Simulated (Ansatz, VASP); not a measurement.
## TiAl: VASP beside Ansatz

```
Ti Al
1.0
     2.81010    0.00000    0.00000
     0.00000    2.81010    0.00000
     0.00000    0.00000    4.06649
Ti Al
1 1
Direct
  0.50000 0.50000 0.50000
  0.00000 0.00000 0.00000
```

Alike in both runs: functional r2SCAN; k mesh 14 × 14 × 10; occupations gaussian, width 0.1 eV; no spin polarisation.

Ansatz relaxed the structure, and its values are those at the end. VASP's run is a single point on that final structure, the one shown.

|  | VASP | Ansatz |
| --- | --- | --- |
| version | VASP 6.6.1 | Ansatz 0.2.0 |
| potentials or method | VASP PAW PBE potentials, release 64 (Ti_sv, Al), cutoff 520 eV | scalar-relativistic, plane waves, PAW |
| valence electrons in the cell | 15 | 15 |

```tsv
	VASP	Ansatz	Ansatz less VASP
gap on the k mesh at the Fermi level (eV)	none	none	-
pressure (GPa)	0.1	0.0	-0.11
```

VASP's potentials were made for PBE, not for r2SCAN. A gap of «none» marks a metal or a gap that the smearing closes.
